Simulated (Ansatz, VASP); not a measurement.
PbSe in VASP and in Ansatz

INCAR

```
SYSTEM = PbSe
  PREC = Accurate
  ENCUT = 500
  EDIFF = 1E-6
  ISMEAR = 0
  SIGMA = 0.1
  LREAL = .False.
  LASPH = .True.
  NELM = 120
  ALGO = Normal
  ISIF = 2
  LWAVE = .False.
  LCHARG = .True.
  GGA = PE
  LELF = .True.
  LVHAR = .True.
  NBANDS = 17
  GGA_COMPAT = .False.
```

KPOINTS

```
Automatic mesh
0
Gamma
  10 10 10
  0 0 0
```

POSCAR

```
PbSe
1.0
    3.8363942707      0.0122233601      0.0175970973
    0.0122233601      3.8363942707      0.0175970973
    0.0175970973      0.0175970973      3.8931591007
Pb Se
1 1
Direct
   -0.0467129106      0.0467129106      0.0000000000
    0.5467129106      0.4532870894      0.5000000000
```

Input for Ansatz:

```yaml
crystal:
  lattice:
    - [3.8363942707, 0.0122233601, 0.0175970973]
    - [0.0122233601, 3.8363942707, 0.0175970973]
    - [0.0175970973, 0.0175970973, 3.8931591007]
  atoms:
    - { symbol: Pb, position: [-0.0467129106, 0.0467129106, 0.0] }
    - { symbol: Se, position: [0.5467129106, 0.4532870894, 0.5] }
basis:
  ecutwfc: 420
kpoints:
  mp_grid: { grid: [10, 10, 10] }
hamiltonian:
  xc: pbe
scf:
  occupations: { method: gaussian, width: 0.1 }
output:
  forces: true
  stress: true
  eigenvalues: true
```

Alike in both runs: task single point; functional PBE; k mesh 10 × 10 × 10; occupations gaussian, width 0.1 eV; no spin polarisation.

|  | VASP | Ansatz |
| --- | --- | --- |
| version | VASP 6.6.1 | Ansatz 0.2.0 |
| potentials or method | VASP PAW PBE potentials, release 64 (Pb_d, Se), cutoff 500 eV | scalar-relativistic, plane waves, PAW |
| valence electrons in the cell | 20 | 30 |

```csv
,VASP,Ansatz,Ansatz less VASP
gap on the k mesh at the Fermi level (eV),none,none,-
pressure (GPa),0.2,0.2,+0.01
"traceless stress, the component that is largest in VASP (GPa)",-1.44,-1.45,-0.007
rms of the force components (eV/Å),0.023,0.027,+0.0039
```

Atom by atom the forces differ by 0.004 eV/Å (rms over components). A gap of «none» marks a metal or a gap that the smearing closes. VASP's potentials hold 20 valence electrons a cell and Ansatz's 30, so a difference there can come from the potentials and not from the codes.

Spin-orbit coupling is off throughout.
